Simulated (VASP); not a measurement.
Wanted: the native input for a VASP 6.6.1 run.

```
Task                   : single point
Functional             : PBEsol
Potentials or basis    : VASP PAW PBE potentials, release 64 (Hf_pv)
Cutoff                 : 520 eV
k mesh                 : 6 × 6 × 9
Occupations            : fermi-dirac, width 0.05 eV
Spin                   : non-collinear spin, zero start, spin-orbit coupling
Starting moments       : [[0.0, 0.0, 0.0], [0.0, 0.0, 0.0], [0.0, 0.0, 0.0]] μB
Dipole correction      : no
Further INCAR settings : ALGO = Fast; EDIFF = 1e-07; NBANDS = 43
```

The structure of Hf lies in POSCAR:

```
Hf
1.0
    4.9623295440      0.0000000000      0.0000000000
   -2.4811647720      4.2975034470      0.0000000000
    0.0000000000      0.0000000000      3.0862322500
Hf
3
Direct
    0.0000000000      0.0000000000      0.0000000000
    0.3333333333      0.6666666667      0.5000000000
    0.6666666667      0.3333333333      0.5000000000
```

These files were run (other wordings do the same):

INCAR

```
PREC = Accurate
ENCUT = 520
EDIFF = 1E-7
ISMEAR = -1
SIGMA = 0.05
LREAL = F
LASPH = T
NELM = 150
ALGO = Fast
ISIF = 2
LWAVE = F
LCHARG = T
MAGMOM = 0 0 0 0 0 0 0 0 0
LORBIT = 11
LSORBIT = T
GGA_COMPAT = F
LORBMOM = T
LMAXMIX = 4
GGA = PS
LVHAR = T
NBANDS = 43
```

KPOINTS

```
Automatic mesh
0
Gamma
  6 6 9
```

Potentials or basis: VASP PAW PBE potentials, release 64 (Hf_pv).

Run with:

```bash
$ cat potpaw_PBE.64/Hf_pv/POTCAR > POTCAR
$ mpirun -np 1 vasp_ncl > vasp.out
```

Results of the run:

```json
{
  "Pressure": "-3.4 GPa",
  "Net moment": "0.00 μB per cell",
  "Valence electrons inside the program's atomic spheres": "Hf 8.33, 8.49"
}
```

Caveat: the PAW data sets were made with another functional, which shifts forces and pressure a little.

It took 2.1 min on 1 thread of Intel(R) Xeon(R) 6975P-C (Granite Rapids), with other jobs on the host, peak memory 0.41 GiB.
